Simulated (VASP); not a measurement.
BN: single point with LDA

Crystal: BN.

```
B N
1.0
     2.48895    0.00000    0.00000
    -1.24447    2.15549    0.00000
     0.00000    0.00000    6.49309
B N
2 2
Direct
  0.33333 0.66667 0.25000
  0.66667 0.33333 0.75000
  0.33333 0.66667 0.75000
  0.66667 0.33333 0.25000
```

| Item | Value |
| --- | --- |
| Program | VASP 6.6.1 |
| Task | single point |
| Functional | LDA |
| Potentials or basis | VASP PAW LDA potentials, release 64 (B, N) |
| Cutoff | 520 eV |
| k mesh | 12 × 12 × 4 |
| Occupations | gaussian, width 0.01 eV |
| Spin | no spin polarisation |

The pressure is 0.4 GPa and the band gap on the k mesh is 4.05 eV (least direct gap 4.47 eV).

Stress tensor (GPa, compression positive):
```
 0.77  0.00  0.00
 0.00  0.77  0.00
 0.00  0.00 -0.20
```

Levels at points of the mesh, in eV from the valence-band top:
| k point | band 6 | band 7 | band 8 | band 9 | band 10 | band 11 |
| --- | --- | --- | --- | --- | --- | --- |
| (0.00, 0.00, 0.00) | -1.34 | -1.29 | -1.29 | 5.07 | 10.36 | 11.55 |
| (0.50, 0.00, 0.00) | -4.13 | -1.59 | -0.42 | 4.05 | 5.65 | 9.64 |
| (0.00, 0.00, 0.50) | -1.32 | -1.32 | -1.32 | 7.64 | 7.64 | 11.62 |
| (0.50, 0.00, 0.50) | -4.17 | -0.98 | -0.98 | 4.57 | 4.57 | 10.09 |

Wall time 42 s on 1 thread of Intel Xeon 8259CL (shared host), peak memory 0.15 GiB.

A k mesh can miss the band edges.
